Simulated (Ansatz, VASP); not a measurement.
One calculation of Pd, two programs

INCAR

```
PREC = Accurate
ENCUT = 500
EDIFF = 1E-6
ISMEAR = 0
SIGMA = 0.018000000000000002
LREAL = F
LASPH = T
NELM = 120
ALGO = Normal
ISIF = 2
LWAVE = F
LCHARG = F
GGA = PE
NBANDS = 11
GGA_COMPAT = F
```

The input KPOINTS:

```
regular mesh
0
Gamma
  12 12 12
```

The input POSCAR:

```
Pd
1.0
   -1.5722810000      1.5722810000      1.5722810000
    1.5722810000     -1.5722810000      1.5722810000
    1.5722810000      1.5722810000     -1.5722810000
Pd
1
Direct
    0.0000000000      0.0000000000      0.0000000000
```

The input input.yaml:

```yaml
crystal:
  lattice:
    - [-1.572281, 1.572281, 1.572281]
    - [1.572281, -1.572281, 1.572281]
    - [1.572281, 1.572281, -1.572281]
  atoms:
    - { symbol: Pd, position: [0.0, 0.0, 0.0] }
hamiltonian:
  xc: pbe
  pseudopotentials: { kind: paw }
kpoints:
  mp_grid: { grid: [12, 12, 12] }
scf:
  occupations: { method: gaussian, width: 0.018 }
output:
  forces: true
  stress: true
  eigenvalues: true
```

Alike in both runs: task single point; functional PBE; k mesh 12 × 12 × 12; occupations gaussian, width 0.018 eV; no spin polarisation.

|  | VASP | Ansatz |
| --- | --- | --- |
| version | VASP 6.6.1 | Ansatz 0.2.0 |
| potentials or method | VASP PAW PBE potentials, release 64 (Pd) | Ansatz PAW |
| plane-wave cutoff (eV) | 500 | 420 |
| valence electrons in the cell | 10 | 18 |

Ansatz gave:

- gap on the k mesh at the Fermi level (eV): none
- pressure (GPa): -1.2

Problem. Estimate VASP's values.

Solution. gap on the k mesh at the Fermi level (eV): none; pressure (GPa): -1.5.

A gap of «none» marks a metal or a gap that the smearing closes. VASP's potentials hold 10 valence electrons a cell and Ansatz's 18, so a difference there can come from the potentials and not from the codes.
